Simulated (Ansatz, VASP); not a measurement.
## Two plane-wave programs on MgSe

The input INCAR:

```
PREC     = Accurate       # precision mode
ENCUT    = 600            # plane-wave cutoff, eV
EDIFF    = 1E-6           # SCF threshold, eV
ISMEAR   = 0              # smearing method
SIGMA    = 0.01           # smearing width, eV
LREAL    = F              # projectors in reciprocal space
LASPH    = T              # aspherical terms in the spheres
NELM     = 120            # most SCF steps
ALGO     = Normal         # electronic algorithm
ISIF     = 2              # what is computed and relaxed
LWAVE    = F              # write WAVECAR
LCHARG   = F              # write CHGCAR
GGA      = CA             # functional
NBANDS   = 11             # bands
GGA_COMPAT= F
```

The input KPOINTS:

```
regular mesh
0
Gamma
  8 8 8
```

Contents of POSCAR:

```
MgSe
1.0
    0.0000000000      2.7362756101      2.7362756101
    2.7362756101      0.0000000000      2.7362756101
    2.7362756101      2.7362756101      0.0000000000
Mg Se
1 1
Direct
    0.0000000000      0.0000000000      0.0000000000
    0.5000000000      0.5000000000      0.5000000000
```

Input for Ansatz:

```yaml
crystal:
  lattice:
    - [0.0, 2.7362756101, 2.7362756101]
    - [2.7362756101, 0.0, 2.7362756101]
    - [2.7362756101, 2.7362756101, 0.0]
  atoms:
    - { symbol: Mg, position: [0.0, 0.0, 0.0] }
    - { symbol: Se, position: [0.5, 0.5, 0.5] }
kpoints:
  mp_grid: { grid: [8, 8, 8] }
  band_path:
    path:
      - [0.0, 0.0, 0.0]
      - [0.5, 0.0, 0.5]
      - [0.625, 0.25, 0.625]
      - [0.375, 0.375, 0.75]
      - [0.5, 0.5, 0.5]
      - [0.5, 0.25, 0.75]
      - [0.0, 0.5, 0.5]
    npoints: 1
hamiltonian:
  xc: lda
scf:
  occupations: { method: fixed }
  n_extra_bands: 4
output:
  forces: true
  stress: true
  eigenvalues: true
```

Alike in both runs: task single point; functional LDA; k mesh 8 × 8 × 8; no spin polarisation.

```csv
,VASP,Ansatz
version,VASP 6.6.1,Ansatz 0.2.0
potentials or method,"VASP PAW LDA potentials, release 64 (Mg, Se)","plane waves, PAW"
plane-wave cutoff (eV),600,420
occupations,"gaussian, width 0.01 eV",fixed
valence electrons in the cell,8,26
```

```csv
,VASP,Ansatz,Ansatz less VASP
gap on the k mesh at the Fermi level (eV),1.63,1.64,+0.014
pressure (GPa),-3.1,-2.8,+0.30
```

LDA's correlation is that of Perdew and Zunger in VASP and of Perdew and Wang (1992) in Ansatz. VASP's potentials hold 8 valence electrons a cell and Ansatz's 26, so a difference there can come from the potentials and not from the codes.
